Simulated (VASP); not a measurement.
Runs of VASP 6.6.1 on BiTe. The structure is that of space group R-3m (No. 166), or close to it. The cells are those of the table. 

```tsv
cell	gap on the mesh (eV)	pressure (GPa)
a = 4.395 Å, angles 65.7°, 2 atoms	none	0.4
a = 4.257 Å, angles 71.6°, 2 atoms	none	-1.0
a = 4.297 Å, angles 69.7°, 2 atoms	none	(b)
a = 4.154 Å, angles 77.8°, 2 atoms	none	-2.6
a = 4.454 Å, angles 63.6°, 2 atoms	none	0.7
a = 4.193 Å, angles 75.2°, 2 atoms	none	(a)
a = 4.710 Å, angles 56.2°, 2 atoms	none	0.7
```

Alike in all rows: task single point; level PBE; potentials or basis VASP PAW PBE potentials, release 64 (Bi_d, Te); no spin polarisation; k mesh 12 × 12 × 12; cutoff (eV) 520; smearing gaussian 0.15 eV.

Problem. Fill in the values left out.

Solution. (a) -1.9; (b) -0.5.

Caveats: spin-orbit coupling is left out, which moves the levels of the heavy elements.

A k mesh can miss the band edges, and the runs leave out spin-orbit coupling on Bi, Te.

A gap of «none» marks levels without a gap at the run's occupations.
